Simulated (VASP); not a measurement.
Here is a VASP 6.6.1 calculation.

INCAR

```
ALGO = Fast
EDIFF = 1E-6
ENCUT = 520
GGA = PS
ISIF = 2
ISMEAR = 0
LASPH = T
LCHARG = F
LREAL = F
LWAVE = F
NBANDS = 66
NELM = 80
PREC = Accurate
SIGMA = 0.1
```

File KPOINTS:

```
k-points
0
Gamma
  8 8 8
```

Contents of POSCAR:

```
Ru
1.0
    4.7901074907      0.0000000000      0.0000000000
    0.0000000000      4.7901074907      0.0000000000
    0.0000000000      0.0000000000      4.7901074907
Ru
8
Direct
    0.5000000000      0.5000000000      0.5000000000
    0.0000000000      0.0000000000      0.0000000000
    0.2500000000      0.0000000000      0.5000000000
    0.5000000000      0.2500000000      0.0000000000
    0.5000000000      0.7500000000      0.0000000000
    0.7500000000      0.0000000000      0.5000000000
    0.0000000000      0.5000000000      0.7500000000
    0.0000000000      0.5000000000      0.2500000000
```

Potentials or basis: VASP PAW PBE potentials, release 64 (Ru_pv).

Command:

```sh
$ cat potpaw_PBE.64/Ru_pv/POTCAR > POTCAR
$ mpirun -np 1 vasp_std > vasp.out
```

**Question.** Predict the pressure.

**Answer.** 0.0 GPa.

**Question.** Predict the band gap on the k mesh.

**Answer.** Zero (band 56 reaches 13.28 eV, above the bottom of band 57 at 12.35 eV).

Caveat: the PAW data sets were made with another functional, which shifts forces and pressure a little.
